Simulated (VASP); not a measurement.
## WCl3F: relaxation of cell and atoms with PBE

WCl3F:

```
W Cl F
1.0
     4.71794    0.00000    0.00000
     0.00000    4.71794    0.00000
     0.00000    0.00000    4.71794
W Cl F
1 3 1
Direct
  0.50000 0.50000 0.50000
  0.00000 0.50000 0.50000
  0.50000 0.00000 0.50000
  0.50000 0.50000 0.00000
  0.00000 0.00000 0.00000
```

The cell was built from a structure type or drawn by symmetry, and may not be a known phase.

- Program: VASP 6.6.1
- Task: relaxation of cell and atoms
- Functional: PBE
- Potentials or basis: VASP PAW PBE potentials, release 64 (W_sv, Cl, F)
- Cutoff: 600 eV
- k mesh: 8 × 8 × 8
- Occupations: gaussian, width 0.1 eV
- Spin: no spin polarisation
- Dipole correction: no
- Further INCAR settings: ALGO = Normal; EDIFF = 1e-06; IBRION = 2; EDIFFG = -0.01; NSW = 100; ISIF = 3

The relaxed volume is 20.25 Å³/atom, the relaxed cell is a = 4.661 Å, b = 4.661 Å, c = 4.661 Å, α = 90.00°, β = 90.00°, γ = 90.00° and the space group after relaxing (to 0.1 Å) is Pm-3m (No. 221). The energy gained by relaxing is 6.7 meV/atom and the ionic steps are 3. The pressure after relaxing is 0.0 GPa and the band gap on the k mesh is zero (bands 21 and 22 overlap by 1.69 eV).

The path:
```csv
step,energy change (eV),largest force (eV/Å),pressure (GPa),volume (Å³)
1,0.0000,0.0000,-2.75,105.02
2,-0.0266,0.0000,1.39,99.64
3,-0.0335,0.0000,0.00,101.25
```

Final structure:
```
W Cl F
1.0
     4.66089    0.00000    0.00000
     0.00000    4.66089    0.00000
     0.00000    0.00000    4.66089
W Cl F
1 3 1
Direct
  0.50000 0.50000 0.50000
  0.00000 0.50000 0.50000
  0.50000 0.00000 0.50000
  0.50000 0.50000 0.00000
  0.00000 0.00000 0.00000
```

Levels at points of the mesh, in eV from the Fermi level:
| k point | band 17 | band 18 | band 19 | band 20 | band 21 | band 22 | band 23 | band 24 | band 25 |
| --- | --- | --- | --- | --- | --- | --- | --- | --- | --- |
| (0.00, 0.00, 0.00) | -3.33 | -1.84 | -1.84 | -1.84 | -0.15 | -0.15 | -0.15 | 0.15 | 0.15 |
| (0.50, 0.00, 0.00) | -3.33 | -1.81 | -0.44 | -0.29 | -0.29 | 0.15 | 0.52 | 0.52 | 1.63 |
| (0.50, 0.50, 0.00) | -2.44 | -0.40 | -0.22 | -0.22 | 0.52 | 0.52 | 0.77 | 1.37 | 6.42 |
| (0.50, 0.50, 0.50) | -2.44 | -0.28 | -0.28 | -0.28 | 1.49 | 1.49 | 1.49 | 6.45 | 6.45 |

It took 6.6 min on 1 thread of AMD EPYC 7R43 64-Core Processor (Zen 3), on a shared host, peak memory 0.27 GiB.

Caveat: spin-orbit coupling is left out, which moves the levels of the heavy elements.
